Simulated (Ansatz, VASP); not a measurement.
# Two plane-wave programs on BP

```
CELL_PARAMETERS angstrom
0.00000 1.99396 1.99396
1.99396 0.00000 1.99396
1.99396 1.99396 0.00000
ATOMIC_POSITIONS crystal
B 0.00000 0.00000 0.00000
P 0.25000 0.25000 0.25000
```

Alike in both runs: task single point; functional r2SCAN; k mesh 12 × 12 × 12; occupations gaussian, width 0.05 eV; no spin polarisation.

|  | VASP | Ansatz |
| --- | --- | --- |
| version | VASP 6.6.1 | Ansatz 0.2.0 |
| potentials or method | VASP PAW PBE potentials, release 64 (B, P), cutoff 550 eV | scalar-relativistic, plane waves, PAW |
| valence electrons in the cell | 8 | 8 |

|  | VASP | Ansatz | Ansatz less VASP |
| --- | --- | --- | --- |
| gap on the k mesh at the Fermi level (eV) | 0.68 | 0.65 | -0.028 |
| least direct gap on the mesh (eV) | 4.76 | 4.71 | -0.043 |

VASP's potentials were made for PBE, not for r2SCAN.
